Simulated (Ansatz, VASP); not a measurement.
# Two plane-wave programs on Li2S

```
Li S
1.0
     0.00000    2.93632    2.93632
     2.93632    0.00000    2.93632
     2.93632    2.93632    0.00000
Li S
2 1
Direct
  0.25000 0.25000 0.25000
  0.75000 0.75000 0.75000
  0.00000 0.00000 0.00000
```

Alike in both runs: task single point; functional r2SCAN; k mesh 8 × 8 × 8; occupations gaussian, width 0.02 eV; no spin polarisation.

|  | VASP | Ansatz |
| --- | --- | --- |
| version | VASP 6.6.1 | Ansatz 0.2.0 |
| potentials or method | VASP PAW PBE potentials, release 64 (Li_sv, S), cutoff 830 eV | scalar-relativistic, plane waves, PAW |
| valence electrons in the cell | 12 | 12 |

VASP gave:

| Property | Result |
| --- | --- |
| gap on the k mesh at the Fermi level (eV) | 3.90 |
| least direct gap on the mesh (eV) | 4.55 |
| pressure (GPa) | -3.6 |

Task: What did Ansatz give for the same quantities?

Result: gap on the k mesh at the Fermi level (eV): 3.92; least direct gap on the mesh (eV): 4.46; pressure (GPa): -3.3.

VASP's potentials were made for PBE, not for r2SCAN.
